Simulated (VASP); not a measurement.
A run of VASP 6.6.1:

Contents of INCAR:

```
ALGO = Normal
EDIFF = 1E-7
ENCUT = 520
GGA = PS
ISIF = 2
ISMEAR = 0
LASPH = T
LCHARG = F
LREAL = F
LWAVE = F
NBANDS = 20
NELM = 60
PREC = Accurate
SIGMA = 0.05
```

Contents of KPOINTS:

```
k-points
0
Gamma
  14 14 14
```

POSCAR

```
PbO2
1.0
    0.0000000000      2.5700000000      2.5700000000
    2.5700000000      0.0000000000      2.5700000000
    2.5700000000      2.5700000000      0.0000000000
Pb O
1 2
Direct
    0.0000000000      0.0000000000      0.0000000000
    0.2500000000      0.2500000000      0.2500000000
    0.7500000000      0.7500000000      0.7500000000
```

Potentials or basis: VASP PAW PBE potentials, release 64 (Pb_d, O).

Launch:

```console
$ cat potpaw_PBE.64/Pb_d/POTCAR potpaw_PBE.64/O/POTCAR > POTCAR
$ mpirun -np 1 vasp_std > vasp.out
```

Hardware: 1 thread of Intel Xeon 8259CL, with other jobs on the host.

Task: Estimate the wall time of this run.

Result: Run time: 120 s on 1 thread of Intel Xeon 8259CL, with other jobs on the host, peak memory 0.2 GiB. Counts: scf iterations 14, k points 104.
